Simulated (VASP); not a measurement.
# LiH (Fm-3m) in VASP: further runs, part 2 of 2

VASP 6.6.1. Earlier steps stand in the parts before.

### Step 3. Relaxation of cell and atoms, LDA, target pressure 20 GPa, at which the enthalpy is minimised

The input, INCAR:

```
PREC = Accurate
ENCUT = 750
EDIFF = 1E-7
ISMEAR = 0
SIGMA = 0.01
LREAL = F
LASPH = T
NELM = 120
ALGO = Normal
ISIF = 3
LWAVE = F
LCHARG = F
IBRION = 2
NSW = 80
EDIFFG = -0.05
PSTRESS = 200.0
GGA_COMPAT = F
NELMIN = 4
```

The input, KPOINTS:

```
Automatic mesh
0
Gamma
  4 4 4
```

The input, POSCAR:

```
LiH
1.0
    0.0000000000      2.0367500000      2.0367500000
    2.0367500000      0.0000000000      2.0367500000
    2.0367500000      2.0367500000      0.0000000000
Li H
1 1
Direct
    0.0000000000      0.0000000000      0.0000000000
    0.5000000000      0.5000000000      0.5000000000
```

Potentials or basis: VASP PAW LDA potentials, release 64 (Li_sv, H).

Launch:

```console
> cat potpaw_LDA.64/Li_sv/POTCAR potpaw_LDA.64/H/POTCAR > POTCAR
> mpirun -np 1 vasp_std > vasp.out
```

Wall time 6.3 s (1 thread of Intel Xeon Platinum 8259CL at 2.50GHz (Skylake/Cascade Lake), shared host); peak memory 0.13 GiB.

It converged, with:

```
Free energy                                                : -6.2691 eV
Relaxed volume                                             : 5.56 Å³/atom
Relaxed cell                                               : a = 2.505 Å, b = 2.505 Å, c = 2.505 Å, α = 60.00°, β = 60.00°, γ = 60.00°
Space group after relaxing (to 0.1 Å)                      : Fm-3m (No. 225)
Energy change on relaxing (the run minimises the enthalpy) : +91.8 meV/atom
Ionic steps                                                : 4
Pressure after relaxing                                    : 20.9 GPa
Band gap on the k mesh                                     : 2.09 eV
```

The path:
```tsv
step	energy change (eV)	largest force (eV/Å)	pressure (GPa)	volume (Å³)
1	0.0000	0.0000	-3.85	16.90
2	-0.0122	0.0000	3.49	14.01
3	0.0906	0.0000	13.89	11.99
4	0.1835	0.0000	20.86	11.12
```

Final structure:
```yaml
crystal:
  lattice:
    - [0.00000, 1.77157, 1.77157]
    - [1.77157, 0.00000, 1.77157]
    - [1.77157, 1.77157, 0.00000]
  atoms:
    - { symbol: Li, position: [0.00000, 0.00000, 0.00000] }
    - { symbol: H, position: [0.50000, 0.50000, 0.50000] }
```

Levels at points of the mesh, in eV from the valence-band top:
```
           k point  band 1  band 2  band 3  band 4  band 5  band 6
(0.00, 0.00, 0.00)  -43.56   -7.02   21.45   21.45   21.45   21.59
(0.50, 0.00, 0.00)  -43.37   -4.11    5.62   17.10   19.54   19.54
(0.50, 0.50, 0.00)  -43.31    0.00    2.09   12.23   12.23   16.05
```

Caveat: the k points lie up to 0.77 Å⁻¹ apart in the final cell; the cell is relaxed towards a set pressure, so the run minimises the enthalpy, not the energy; the volume moved by over 15 % at a fixed basis, so the end points are rough. A hybrid or GW would open this gap; LDA tends to underestimate it.

### Step 4. Relaxation of cell and atoms, LDA, target pressure 30 GPa, at which the enthalpy is minimised

The input, INCAR:

```
  ALGO = Normal
  EDIFF = 1E-7
  EDIFFG = -0.05
  ENCUT = 750
  GGA = CA
  GGA_COMPAT = False
  IBRION = 2
  ISIF = 3
  ISMEAR = 0
  LASPH = True
  LCHARG = False
  LREAL = False
  LWAVE = False
  NELM = 120
  NELMIN = 4
  NSW = 80
  PREC = Accurate
  PSTRESS = 300.0
  SIGMA = 0.01
```

The input, KPOINTS:

```
k-points
0
Gamma
  4 4 4
```

POSCAR is that of step 3.

Launch:

```console
> cat potpaw_LDA.64/Li_sv/POTCAR potpaw_LDA.64/H/POTCAR > POTCAR
> mpirun -np 1 vasp_std > vasp.out
```

Wall time 8.2 s (1 thread of Intel Xeon Platinum 8259CL at 2.50GHz (Skylake/Cascade Lake), shared host); peak memory 0.13 GiB.

Results (log left out):

```
Free energy                                                : -6.1209 eV
Relaxed volume                                             : 5.10 Å³/atom
Relaxed cell                                               : a = 2.434 Å, b = 2.434 Å, c = 2.434 Å, α = 60.00°, β = 60.00°, γ = 60.00°
Space group after relaxing (to 0.1 Å)                      : Fm-3m (No. 225)
Energy change on relaxing (the run minimises the enthalpy) : +165.9 meV/atom
Ionic steps                                                : 4
Pressure after relaxing                                    : 31.0 GPa
Band gap on the k mesh                                     : 1.93 eV
```

Step by step:
```tsv
step	energy change (eV)	largest force (eV/Å)	pressure (GPa)	volume (Å³)
1	0.0000	0.0000	-3.85	16.90
2	0.0279	0.0000	8.39	12.90
3	0.2044	0.0000	22.33	10.97
4	0.3318	0.0000	30.99	10.19
```

Final structure:
```cif
data_structure
_symmetry_space_group_name_H-M 'P 1'
_symmetry_Int_Tables_number 1
_cell_length_a 2.4338
_cell_length_b 2.4338
_cell_length_c 2.4338
_cell_angle_alpha 60.000
_cell_angle_beta 60.000
_cell_angle_gamma 60.000
_cell_volume 10.19
loop_
_atom_site_label
_atom_site_type_symbol
_atom_site_fract_x
_atom_site_fract_y
_atom_site_fract_z
_atom_site_occupancy
Li1 Li 0.00000 0.00000 0.00000 1
H1 H 0.50000 0.50000 0.50000 1
```

Levels at points of the mesh, in eV from the valence-band top:
```csv
k point,band 1,band 2,band 3,band 4,band 5,band 6
"(0.00, 0.00, 0.00)",-43.70,-7.36,22.54,22.54,22.54,23.10
"(0.50, 0.00, 0.00)",-43.44,-4.50,5.91,18.06,20.48,20.48
"(0.50, 0.50, 0.00)",-43.36,0.00,1.93,12.70,12.70,16.67
```

Caveat: the k points lie up to 0.79 Å⁻¹ apart in the final cell; the cell is relaxed towards a set pressure, so the run minimises the enthalpy, not the energy; the volume moved by over 15 % at a fixed basis, so the end points are rough. LDA usually gives volumes a few per cent too small.

### Step 5. Relaxation of cell and atoms, LDA, target pressure 40 GPa, at which the enthalpy is minimised

The input, INCAR:

```
SYSTEM = LiH
ALGO = Normal
EDIFF = 1E-7
EDIFFG = -0.05
ENCUT = 750
GGA_COMPAT = .False.
IBRION = 2
ISIF = 3
ISMEAR = 0
LASPH = .True.
LCHARG = .False.
LREAL = .False.
LWAVE = .False.
NELM = 120
NELMIN = 4
NSW = 80
PREC = Accurate
PSTRESS = 400.0
SIGMA = 0.01
```

The input, KPOINTS:

```
k-points
0
Gamma
  4 4 4
  0 0 0
```

POSCAR is that of step 4.

Launch:

```console
> cat potpaw_LDA.64/Li_sv/POTCAR potpaw_LDA.64/H/POTCAR > POTCAR
> mpirun -np 1 vasp_std > vasp.out
```

Wall time 9.2 s (1 thread of Intel Xeon Platinum 8259CL at 2.50GHz (Skylake/Cascade Lake), shared host); peak memory 0.13 GiB.

Results (log left out):

* Free energy: -5.9693 eV
* Relaxed volume: 4.76 Å³/atom
* Relaxed cell: a = 2.378 Å, b = 2.378 Å, c = 2.378 Å, α = 60.00°, β = 60.00°, γ = 60.00°
* Space group after relaxing (to 0.1 Å): Fm-3m (No. 225)
* Energy change on relaxing (the run minimises the enthalpy): +241.7 meV/atom
* Ionic steps: 4
* Pressure after relaxing: 40.9 GPa
* Band gap on the k mesh: 1.78 eV

The path:
```
step  energy change (eV)  largest force (eV/Å)  pressure (GPa)  volume (Å³)
   1              0.0000                0.0000           -3.85        16.90
   2              0.1027                0.0000           14.86        11.85
   3              0.3437                0.0000           31.79        10.13
   4              0.4833                0.0000           40.94         9.51
```

Final structure:
```cif
data_structure
_symmetry_space_group_name_H-M 'P 1'
_symmetry_Int_Tables_number 1
_cell_length_a 2.3785
_cell_length_b 2.3785
_cell_length_c 2.3785
_cell_angle_alpha 60.000
_cell_angle_beta 60.000
_cell_angle_gamma 60.000
_cell_volume 9.51
loop_
_atom_site_label
_atom_site_type_symbol
_atom_site_fract_x
_atom_site_fract_y
_atom_site_fract_z
_atom_site_occupancy
Li1 Li 0.00000 0.00000 0.00000 1
H1 H 0.50000 0.50000 0.50000 1
```

Levels at points of the mesh, in eV from the valence-band top:
```csv
k point,band 1,band 2,band 3,band 4,band 5
"(0.00, 0.00, 0.00)",-43.85,-7.63,23.44,23.44,23.44
"(0.50, 0.00, 0.00)",-43.52,-4.83,6.16,18.86,21.27
"(0.50, 0.50, 0.00)",-43.43,0.00,1.78,13.09,13.09
```

Caveat: the k points lie up to 0.81 Å⁻¹ apart in the final cell, too coarse for converged energies, forces and pressures; the cell is relaxed towards a set pressure, so the run minimises the enthalpy, not the energy; the volume moved by over 15 % at a fixed basis, so the end points are rough. LDA usually gives volumes a few per cent too small.

### Step 6. Overview

| cell | gap on the mesh (eV) | pressure (GPa) |
| --- | --- | --- |
| relaxed to 10 GPa | 2.29 | 10.5 |
| relaxed to 20 GPa | 2.09 | 20.9 |
| relaxed to 30 GPa | 1.93 | 31.0 |
| relaxed to 40 GPa | 1.78 | 40.9 |

Alike in all rows: task relaxation of cell and atoms; level LDA; potentials or basis VASP PAW LDA potentials, release 64 (Li_sv, H); no spin polarisation; k mesh 4 × 4 × 4; cutoff (eV) 750; smearing gaussian 0.01 eV.

Caveats: all runs use coarse meshes; the cell is relaxed towards a set pressure, so the run minimises the enthalpy, not the energy; the volume moved by over 15 % at a fixed basis, so the end points are rough.

Total energies depend on the potentials used, so only differences within one code and one set of settings carry meaning.
